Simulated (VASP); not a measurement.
Mo: single point with PBE

Mo:

```
Mo
1.0
    -1.57342    1.57342    1.62062
     1.57342   -1.57342    1.62062
     1.57342    1.57342   -1.62062
Mo
1
Cartesian
  0.0000 0.0000 0.0000
```

```
Program             : VASP 6.6.1
Task                : single point
Functional          : PBE
Potentials or basis : VASP PAW PBE potentials, release 64 (Mo_sv)
Cutoff              : 500 eV
k mesh              : 15 × 15 × 15
Occupations         : methfessel-paxton, width 0.1 eV
Spin                : no spin polarisation
```

| Item | Value |
| --- | --- |
| Pressure | -3.3 GPa |
| Band gap on the k mesh | zero (bands 7 and 8 overlap by 4.75 eV) |

Stress tensor (GPa, compression positive):
```
-0.60  0.00  0.00
 0.00 -0.60  0.00
 0.00  0.00 -8.78
```

Levels at points of the mesh, in eV from the Fermi level:
| k point | band 5 | band 6 | band 7 | band 8 | band 9 | band 10 |
| --- | --- | --- | --- | --- | --- | --- |
| (0.00, 0.00, 0.00) | -7.11 | -1.38 | -1.38 | -1.06 | 1.44 | 1.85 |

It took 81 s on 1 thread of Intel Xeon 8259CL (shared host), peak memory 0.13 GiB.

Caveat: the stress differs along the axes, from -9 to -1 GPa.
